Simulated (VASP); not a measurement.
Lu:

```
Lu
1.0
     3.50708    0.00000    0.00000
    -1.75354    3.03722    0.00000
     0.00000    0.00000    5.47729
Lu
2
Direct
  0.33333 0.66667 0.25000
  0.66667 0.33333 0.75000
```

Base run:

| Item | Value |
| --- | --- |
| Program | VASP 6.6.1 |
| Functional | PBE |
| Potentials or basis | VASP PAW PBE potentials, release 64 (Lu) |
| Cutoff | 520 eV |
| k mesh | 10 × 10 × 6 |
| Occupations | gaussian, width 0.6 eV |
| Spin | no spin polarisation |

Its results: band gap on the k mesh zero (band 25 reaches 3.43 eV, above the bottom of band 26 at 1.60 eV); pressure 0.9 GPa.

Problem. After a change of settings the same cell gave: band gap on the k mesh zero (band 25 reaches 3.44 eV, above the bottom of band 26 at 1.60 eV); pressure 1.6 GPa. Which change was it?
A. occupations from gaussian, width 0.6 eV to fermi-dirac, width 1 eV
B. occupations from gaussian, width 0.6 eV to gaussian, width 0.01 eV; further incar settings from ALGO = Normal; EDIFF = 1e-06; NBANDS = 32 to ALGO = Normal; EDIFF = 1e-07; NBANDS = 32
C. occupations from gaussian, width 0.6 eV to gaussian, width 1 eV

Solution. C.

Caveats: spin-orbit coupling is left out, which moves the levels of the heavy elements.
